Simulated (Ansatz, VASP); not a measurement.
One calculation of NiO, two programs

File INCAR:

```
SYSTEM = NiO
  ALGO = Normal
  EDIFF = 1E-6
  ENCUT = 520
  GGA = PE
  ISIF = 2
  ISMEAR = 0
  ISPIN = 2
  LASPH = .True.
  LCHARG = .False.
  LMAXMIX = 4
  LORBIT = 11
  LREAL = .False.
  LWAVE = .False.
  MAGMOM = 1.54 0
  NBANDS = 19
  NELM = 150
  PREC = Accurate
  SIGMA = 0.05
```

Contents of KPOINTS:

```
k-points
0
Gamma
  14 14 14
  0 0 0
```

The input POSCAR:

```
NiO
1.0
    0.0000000000      2.1115829988      2.1115829988
    2.1115829988      0.0000000000      2.1115829988
    2.1115829988      2.1115829988      0.0000000000
Ni O
1 1
Direct
    0.0000000000      0.0000000000      0.0000000000
    0.5000000000      0.5000000000      0.5000000000
```

Input for Ansatz:

```yaml
crystal:
  lattice:
    - [0.0, 2.1115829988, 2.1115829988]
    - [2.1115829988, 0.0, 2.1115829988]
    - [2.1115829988, 2.1115829988, 0.0]
  atoms:
    - { symbol: Ni, position: [0.0, 0.0, 0.0], spin: 1.54 }
    - { symbol: O, position: [0.5, 0.5, 0.5] }
basis:
  ecutwfc: 420
  ecutrho_ratio: 4
kpoints:
  mp_grid: { grid: [14, 14, 14] }
hamiltonian:
  xc: pbe
scf:
  occupations: { method: gaussian, width: 0.05 }
output:
  forces: true
  stress: true
  eigenvalues: true
  populations: true
magnetization:
  spin_polarized: true
```

Alike in both runs: task single point; functional PBE; k mesh 14 × 14 × 14; occupations gaussian, width 0.05 eV; collinear spin.

```csv
,VASP,Ansatz
version,VASP 6.6.1,Ansatz 0.2.0
potentials or method,"VASP PAW PBE potentials, release 64 (Ni, O), cutoff 520 eV","scalar-relativistic, plane waves, PAW"
valence electrons in the cell,16,24
```

Ansatz gave:

| Item | Value |
| --- | --- |
| gap on the k mesh at the Fermi level (eV) | none |
| pressure (GPa) | -0.7 |
| net moment per atom (μB) | 0.91 |
| size of the moment on the site where the two differ most (μB) | 0.30 |

Task: Estimate VASP's values.

Result: gap on the k mesh at the Fermi level (eV): none; pressure (GPa): -1.4; net moment per atom (μB): 0.89; size of the moment on the site where the two differ most (μB): 0.27.

Site moments also hang on the region over which each program counts them. A gap of «none» marks a metal or a gap that the smearing closes. VASP's potentials hold 16 valence electrons a cell and Ansatz's 24, so a difference there can come from the potentials and not from the codes.
